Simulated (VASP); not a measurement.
A run of VASP 6.6.1 is set up as follows.

Contents of POSCAR:

```
C
1.0
    2.4160200000     -0.0597500000      0.0124700000
   -1.2597500000      2.1572100000     -0.0294700000
    0.0432700000     -0.0931300000      8.3542200000
C
2
Direct
    0.3274700000      0.6503400000      0.0002200000
    0.6538000000      0.3207100000      0.9977100000
```

Contents of INCAR.step1:

```
ALGO = Normal
EDIFF = 1E-4
ENCUT = 520
GGA = PE
ISMEAR = -1
LASPH = T
LCHARG = F
LREAL = F
LWAVE = T
NBANDS = 11
NELM = 60
PREC = Accurate
SIGMA = 0.15
```

INCAR.step2

```
ALGO = Normal
EDIFF = 1E-7
ENCUT = 520
ISIF = 2
ISMEAR = -1
ISTART = 1
LASPH = T
LCHARG = T
LELF = T
LMIXTAU = T
LREAL = F
LVHAR = T
LWAVE = F
METAGGA = R2SCAN
NBANDS = 11
NELM = 60
PREC = Accurate
SIGMA = 0.15
```

File KPOINTS:

```
k-points
0
Gamma
  9 9 3
```

Potentials or basis: VASP PAW PBE potentials, release 64 (C).

Command:

```bash
$ cat potpaw_PBE.64/C/POTCAR > POTCAR
$ cp INCAR.step1 INCAR
$ mpirun -np 1 vasp_std > vasp.out
$ cp INCAR.step2 INCAR
$ mpirun -np 1 vasp_std > vasp.out
```

Task: What does it give for the largest force?

Result: 1.021 eV/Å.

Task: Predict the band gap on the k mesh.

Result: 0.54 eV, direct.

Forces on the atoms (eV/Å):
```
C   -0.714  0.628 -0.372
C    0.714 -0.628  0.372
```

Caveat: the PAW data sets were made with another functional, which shifts forces and pressure a little.
